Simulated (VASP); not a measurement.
AlCo, 2 atoms in the cell. The structure is tetragonal, space group P4/mmm (No. 123). Conventional cell: a = 3.098 Å, b = 3.098 Å, c = 2.417 Å, α = 90.00°, β = 90.00°, γ = 90.00°. Al (site symmetry 4/mmm) has 6 Al at 2.42 to 3.10 Å and 8 Co at 2.50 Å within 3.2 Å. Within 3.2 Å of Co (site symmetry 4/mmm) lie 6 Co at 2.42 to 3.10 Å and 8 Al at 2.50 Å.  This cell differs from its parent crystal: ratio of the length along z to the lengths across it x 0.78, volume and fractional coordinates fixed.

| Property | Result |
| --- | --- |
| Program | VASP 6.6.1 |
| Task | single point |
| Functional | PBE |
| Potentials or basis | VASP PAW PBE potentials, release 64 (Al, Co) |
| Cutoff | 520 eV |
| k mesh | 24 × 24 × 24 |
| Occupations | gaussian, width 0.15 eV |
| Spin | no spin polarisation |
| Dipole correction | no |
| Further INCAR settings | ALGO = Fast; EDIFF = 1e-06; NBANDS = 13 |

Potentials or basis: VASP PAW PBE potentials, release 64 (Al, Co).

Run with:

```console
$ cat potpaw_PBE.64/Al/POTCAR potpaw_PBE.64/Co/POTCAR > POTCAR
$ mpirun -np 1 vasp_std > vasp.out
```

Hardware: 1 thread of Intel(R) Xeon(R) Platinum 8559C (Emerald Rapids) (shared host).

**Question.** Estimate the wall time of this run.

**Answer.** Run time: 3.1 min on 1 thread of Intel(R) Xeon(R) Platinum 8559C (Emerald Rapids) (shared host), peak memory 0.46 GiB. Counts: scf iterations 15, k points 1183.
